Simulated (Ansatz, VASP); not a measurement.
# One calculation of B, two programs

The input INCAR:

```
ALGO = Normal
EDIFF = 1E-7
EDIFFG = -0.01
ENCUT = 500
GGA = PE
GGA_COMPAT = False
IBRION = 2
ISIF = 3
ISMEAR = 0
LASPH = True
LCHARG = False
LREAL = False
LWAVE = False
NELM = 120
NELMIN = 4
NSW = 100
PREC = Accurate
SIGMA = 0.1
```

Contents of KPOINTS:

```
k-points
0
Gamma
  18 18 18
```

The input POSCAR:

```
B
1.0
    2.6930737432      0.0000000000      0.0000000000
    0.0000000000      2.6930737432      0.0000000000
    0.0000000000      0.0000000000      2.6930737432
B
3
Direct
    0.5000000000      0.0000000000      0.0000000000
    0.0000000000      0.5000000000      0.0000000000
    0.0000000000      0.0000000000      0.5000000000
```

Input for Ansatz:

```yaml
crystal:
  lattice:
    - [2.6930737432, 0.0, 0.0]
    - [0.0, 2.6930737432, 0.0]
    - [0.0, 0.0, 2.6930737432]
  atoms:
    - { symbol: B, position: [0.5, 0.0, 0.0] }
    - { symbol: B, position: [0.0, 0.5, 0.0] }
    - { symbol: B, position: [0.0, 0.0, 0.5] }
basis:
  ecutwfc: 420
kpoints:
  mp_grid: { grid: [18, 18, 18] }
hamiltonian:
  xc: pbe
scf:
  occupations: { method: gaussian, width: 0.1 }
output:
  forces: true
  stress: true
  eigenvalues: true
  write_density: true
  write_potential: true
  elf: true
  volumetric_format: npy
relax:
  adjacent_minimum: "off"
  f_tol: 0.01
  max_steps: 80
  cell: { stress_tol: 0.05 }
```

Alike in both runs: task relaxation of cell and atoms; functional PBE; k mesh 18 × 18 × 18; occupations gaussian, width 0.1 eV; no spin polarisation.

|  | VASP | Ansatz |
| --- | --- | --- |
| version | VASP 6.6.1 | Ansatz 0.2.0 |
| potentials or method | VASP PAW PBE potentials, release 64 (B), cutoff 500 eV | scalar-relativistic, plane waves, PAW |
| valence electrons in the cell | 9 | 9 |

```tsv
	VASP	Ansatz	Ansatz less VASP
gap on the k mesh at the Fermi level, each at its own relaxed structure (eV)	none	none	-
relaxed volume (Å³/atom)	6.53	6.53	-0.001
relaxed cell length with the largest relative difference (Å)	2.696	2.696	-0.0001
```

A gap of «none» marks a metal or a gap that the smearing closes.
